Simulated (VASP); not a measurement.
# SiN (P6_3mc) in VASP: single point with r2SCAN

Aim: the single point of SiN with r2SCAN.

Everything below comes from runs of VASP 6.6.1. Logs are shortened: lines on timing, memory, paths and dates and some standing lists are left out, and cuts for length are marked.

### 1 The cell of the first run

Symmetry: P6_3mc, No. 186, hexagonal system. The conventional cell has a = 2.813 Å, b = 2.813 Å, c = 5.605 Å, α = 90.00°, β = 90.00°, γ = 120.00°. Within 2.5 Å of Si (site symmetry 3m) lie 4 N at 1.85 to 1.92 Å. N (site symmetry 3m) has 4 Si at 1.85 to 1.92 Å within 2.5 Å.

### 2 Single point, r2SCAN

Contents of POSCAR:

```
SiN
1.0
    0.0000000000      0.0000000000      5.6053087481
    2.8125012171     -4.8713950042      0.0000000000
    2.8125012170      4.8713950043      0.0000000000
Si N
8 8
Direct
    0.5187881706      0.6666666667      0.3333333333
    0.5187881706      0.1666666667      0.3333333333
    0.5187881706      0.6666666667      0.8333333333
    0.5187881706      0.1666666667      0.8333333333
    1.0187881706      0.3333333333      0.1666666667
    1.0187881706      0.8333333333      0.1666666667
    1.0187881706      0.3333333333      0.6666666667
    1.0187881706      0.8333333333      0.6666666667
    0.8612118294      0.6666666667      0.3333333333
    0.8612118294      0.1666666667      0.3333333333
    0.8612118294      0.6666666667      0.8333333333
    0.8612118294      0.1666666667      0.8333333333
    0.3612118294      0.3333333333      0.1666666667
    0.3612118294      0.8333333333      0.1666666667
    0.3612118294      0.3333333333      0.6666666667
    0.3612118294      0.8333333333      0.6666666667
```

Contents of INCAR.step1:

```
SYSTEM = SiN
PREC = Accurate ; ENCUT = 520
ISMEAR = 0 ; SIGMA = 0.1
LREAL = Auto ; LASPH = .TRUE.
NELM = 60 ; NBANDS = 50
GGA = PE ; ALGO = Normal
EDIFF = 1E-4 ; LWAVE = .TRUE.
LCHARG = .FALSE.
```

Contents of INCAR.step2:

```
SYSTEM = SiN
PREC = Accurate ; ENCUT = 520
EDIFF = 1E-6 ; ISMEAR = 0
SIGMA = 0.1 ; LREAL = Auto
LASPH = .TRUE. ; NELM = 60
ALGO = Normal ; ISIF = 2
LWAVE = .FALSE. ; LCHARG = .FALSE.
METAGGA = R2SCAN ; LMIXTAU = .TRUE.
NBANDS = 50 ; ISTART = 1
```

Contents of KPOINTS:

```
Automatic mesh
0
G
  8 6 6
  0 0 0
```

Potentials or basis: VASP PAW PBE potentials, release 64 (Si, N).

The run is started by

```console
$ cat potpaw_PBE.64/Si/POTCAR potpaw_PBE.64/N/POTCAR > POTCAR
$ cp INCAR.step1 INCAR
$ mpirun -np 1 vasp_std > vasp.out
$ cp INCAR.step2 INCAR
$ mpirun -np 1 vasp_std > vasp.out
```

OUTCAR:

```text
SYSTEM = SiN
   PREC = Accurate
   ENCUT = 520
   EDIFF = 1E-6
   ISMEAR = 0
   LREAL = Auto
   LASPH = .TRUE.
   NELM = 60
   ISIF = 2
   METAGGA = R2SCAN
   ISTART = 1

 ion  position               nearest neighbor table
   1  0.519  0.667  0.333-  14 1.85  13 1.85  16 1.85   9 1.92   2 2.81   2 2.81   3 2.81   3 2.81
                             4 2.81   4 2.81
   2  0.519  0.167  0.333-  13 1.85  14 1.85  15 1.85  10 1.92   1 2.81   1 2.81   4 2.81   4 2.81
                             3 2.81   3 2.81
   3  0.519  0.667  0.833-  16 1.85  15 1.85  14 1.85  11 1.92   4 2.81   4 2.81   1 2.81   1 2.81
                             2 2.81   2 2.81
   4  0.519  0.167  0.833-  15 1.85  16 1.85  13 1.85  12 1.92   3 2.81   3 2.81   2 2.81   2 2.81
                             1 2.81   1 2.81
   5  0.019  0.333  0.167-  10 1.85   9 1.85  12 1.85  13 1.92   6 2.81   6 2.81   7 2.81   7 2.81
                             8 2.81   8 2.81
   6  0.019  0.833  0.167-   9 1.85  10 1.85  11 1.85  14 1.92   5 2.81   5 2.81   8 2.81   8 2.81
                             7 2.81   7 2.81
   7  0.019  0.333  0.667-  12 1.85  11 1.85  10 1.85  15 1.92   8 2.81   8 2.81   5 2.81   5 2.81
                             6 2.81   6 2.81
   8  0.019  0.833  0.667-  11 1.85  12 1.85   9 1.85  16 1.92   7 2.81   7 2.81   6 2.81   6 2.81
                             5 2.81   5 2.81
   9  0.861  0.667  0.333-   6 1.85   5 1.85   8 1.85   1 1.92
[... 14 lines left out ...]
 A1 = (   2.8125012171,  -4.8713950042,   0.0000000000)
 A2 = (   2.8125012170,   4.8713950043,   0.0000000000)
 A3 = (   0.0000000000,   0.0000000000,   5.6053087481)

Analysis of symmetry for initial positions (statically):
=====================================================================
 Subroutine PRICEL returns following result:

  LATTYP: Found a hexagonal cell.
 ALAT       =     2.8125012170
 C/A-ratio  =     1.9929978036

  Lattice vectors:

 A1 = (   1.4062506085,  -2.4356975021,   0.0000000000)
 A2 = (   1.4062506085,   2.4356975022,   0.0000000000)
 A3 = (   0.0000000000,   0.0000000000,   5.6053087481)

   4 primitive cells build up your supercell.

 Routine SETGRP: Setting up the symmetry group for a
 hexagonal supercell.

 Subroutine GETGRP returns: Found 12 space group operations
 (whereof  6 operations were pure point group operations)
 out of a pool of 24 trial point group operations.

The static configuration has the point symmetry C_3v.
 The point group associated with its full space group is C_6v.

Analysis of symmetry for dynamics (positions and initial velocities):
=====================================================================
 Subroutine PRICEL returns following result:

  LATTYP: Found a hexagonal cell.
 ALAT       =     2.8125012170
 C/A-ratio  =     1.9929978036

[... 131 lines left out ...]
   NELECT =      72.0000    total number of electrons
   NUPDOWN=      -1.0000    fix difference up-down
   EMIN   =  10.00;   EMAX   =-10.00  energy-range for DOS
   EFERMI =   0.00;   METHOD = LEGACY
   ISMEAR =     0;   SIGMA  =   0.10  broadening in eV -4-tet -1-fermi 0-gaus
   EFERMI_NEDOS =   21; number of points for ismear=-14 and -15
   IALGO  =     38    algorithm
   IMIX   =      4    mixing-type and parameters
     AMIX     =   0.40;   BMIX     =  1.00
     AMIX_MAG =   1.60;   BMIX_MAG =  1.00
  volume/ion in A,a.u.               =       9.60        64.78
  Fermi-wavevector in a.u.,A,eV,Ry     =   1.271727  2.403215 22.004551  1.617289
  Thomas-Fermi vector in A             =   2.404644
   LORBIT       =      0    0 simple, 1 ext, 2 COOP (PROOUT), +10 PAW based schemes
   METAGGA = R2SCAN    functional components
   LHFCALC =     F    Hartree Fock is set to
   AEXX    =    0.0000 exact exchange contribution
   IVDW    =     0    specifies the selected vdW correction
   LEPSILON=     F    determine dielectric tensor
   LRPA    =     F    only Hartree local field effects (RPA)
 non-spin polarized calculation
 Gauss-broadening in eV      SIGMA  =   0.10
  energy-cutoff  :      520.00
  volume of cell :      153.59
 maximum number of plane-waves:      4161
 NGX is ok and might be reduce to    42
   NGX = 21   NGY = 21   NGZ = 21

 number of electron      72.0000014 magnetization

 Free energy of the ion-electron system (eV)
  ---------------------------------------------------
  ext. energy  EPLUGINS =         0.00000000
  ---------------------------------------------------
  free energy    TOTEN  =      -144.95906894 eV

  energy without entropy =     -144.92876552  energy(sigma->0) =     -144.94391723

 E-fermi :  11.5677     XC(G=0): -12.5271

 val. band max:       11.5535789107   @ k =   0.5000   0.3333   0.1667
 cond. band min:      11.5678659681   @ k =   0.3750   0.5000  -0.0000
 fundamental gap:      0.0142870575
 Fermi energy:        11.5676943004

 k-point     1 :       0.0000    0.0000    0.0000
  band No.  band energies     occupation
      1     -10.7737      2.00000
      2      -9.0081      2.00000
      3      -7.8066      2.00000
      4      -7.8066      2.00000
      5      -7.8066      2.00000
      6      -7.1976      2.00000
[... 1213 lines left out ...]
     47      16.9633      0.00000
     48      17.3649      0.00000

 [... further k-points ...]

 [bands above 48 left out]

------------------------ aborting loop because EDIFF is reached ----------------------------------------

  FORCE on cell =-STRESS in cart. coord.  units (eV):
  Direction    XX          YY          ZZ          XY          YZ          ZX
  --------------------------------------------------------------------------------------
  -------------------------------------------------------------------------------------
  Total        0.0860435      0.0860435     -0.0548178      0.0000000      0.0000000      0.0000000
  in kB        0.8975385      0.8975385     -0.5718161      0.0000000      0.0000000      0.0000000
  external PRESSURE =       0.4077536 kB  Pullay stress =       0.0000000 kB

 VOLUME and BASIS-vectors are now :
 -----------------------------------------------------------------------------
  energy-cutoff  :      520.00
  volume of cell :      153.59
      direct lattice vectors                 reciprocal lattice vectors
     0.000000000  0.000000000  5.605308748     0.000000000  0.000000000  0.178402305
     2.812501217 -4.871395004  0.000000000     0.177777701 -0.102640003  0.000000000
     2.812501217  4.871395004  0.000000000     0.177777701  0.102640003  0.000000000

 POSITION                                       TOTAL-FORCE (eV/Angst)
 -----------------------------------------------------------------------------------
      2.81250     -1.62380      2.90797         0.000000      0.000000      0.004468
      1.40625      0.81190      2.90797        -0.000000     -0.000000      0.004468
      4.21875      0.81190      2.90797        -0.000000      0.000000      0.004468
      2.81250      3.24760      2.90797        -0.000000      0.000000      0.004468
      1.40625     -0.81190      0.10531        -0.000000     -0.000000      0.004468
      2.81250     -3.24760      0.10531        -0.000000     -0.000000      0.004468
[... 8 lines left out ...]
      2.81250      1.62380      2.02470         0.000000      0.000000     -0.004468
      4.21875     -0.81190      2.02470         0.000000      0.000000     -0.004468
 -----------------------------------------------------------------------------------
    total drift:                               -0.000001     -0.000001      0.030667

  FREE ENERGIE OF THE ION-ELECTRON SYSTEM (eV)
  ---------------------------------------------------
  free  energy   TOTEN  =      -144.9590689380 eV

  energy  without entropy=     -144.9287655201  energy(sigma->0) =     -144.94391723
```

OSZICAR.step1:

```text
N       E                     dE             d eps       ncg     rms          rms(c)
DAV:   1     0.284390353074E+03    0.28439E+03   -0.35440E+04  3500   0.134E+03
DAV:   2    -0.961737052593E+02   -0.38056E+03   -0.36794E+03  4414   0.268E+02
DAV:   3    -0.121028726031E+03   -0.24855E+02   -0.24414E+02  4528   0.658E+01
DAV:   4    -0.121419773684E+03   -0.39105E+00   -0.38884E+00  4430   0.842E+00
DAV:   5    -0.121426014888E+03   -0.62412E-02   -0.62351E-02  4422   0.102E+00    0.247E+01
DAV:   6    -0.110647133726E+03    0.10779E+02   -0.42210E+01  4322   0.258E+01    0.121E+01
DAV:   7    -0.110810917859E+03   -0.16378E+00   -0.24155E+00  4246   0.661E+00    0.556E+00
DAV:   8    -0.110775861584E+03    0.35056E-01   -0.12392E-01  4320   0.166E+00    0.183E+00
DAV:   9    -0.110773355987E+03    0.25056E-02   -0.20217E-02  4318   0.706E-01    0.277E-01
DAV:  10    -0.110773902596E+03   -0.54661E-03   -0.25829E-03  4284   0.221E-01    0.119E-01
DAV:  11    -0.110773917879E+03   -0.15283E-04   -0.55938E-04  4150   0.106E-01
   1 F= -.11077392E+03 E0= -.11075883E+03  d E =-.301666E-01
```

Wall time 13 min (1 thread of AMD EPYC 9R45 (Zen 5), shared host); peak memory 0.35 GiB.

What came out:

| Quantity | Value |
| --- | --- |
| Free energy | -144.9591 eV |
| Pressure | 0.0 GPa |
| Largest force | 0.004 eV/Å |
| Band gap on the k mesh | zero (band 36 reaches 12.04 eV, above the bottom of band 37 at 10.08 eV) |

Forces on the atoms (eV/Å):
```
Si   0.000  0.000  0.004
Si   0.000  0.000  0.004
Si   0.000  0.000  0.004
Si   0.000  0.000  0.004
Si   0.000  0.000  0.004
Si   0.000  0.000  0.004
Si   0.000  0.000  0.004
Si   0.000  0.000  0.004
N    0.000  0.000 -0.004
N    0.000  0.000 -0.004
N    0.000  0.000 -0.004
N    0.000  0.000 -0.004
N    0.000  0.000 -0.004
N    0.000  0.000 -0.004
N    0.000  0.000 -0.004
N    0.000  0.000 -0.004
```

Levels at points of the mesh, in eV from the Fermi level:
```
           k point  band 33  band 34  band 35  band 36  band 37  band 38  band 39  band 40
(0.00, 0.00, 0.00)    -3.01    -0.98    -0.98    -0.98     0.97     0.97     0.97     2.00
(0.50, 0.00, 0.00)    -1.48    -1.48    -1.48    -1.48    -1.48    -1.48     1.40     1.40
(0.00, 0.50, 0.00)    -1.18    -1.18    -0.86    -0.86     1.44     1.44     1.80     1.80
(0.50, 0.50, 0.00)    -0.08    -0.08    -0.08    -0.08     0.49     0.49     0.49     0.49
```

Caveat: the PAW data sets were made with another functional, which shifts forces and pressure a little.
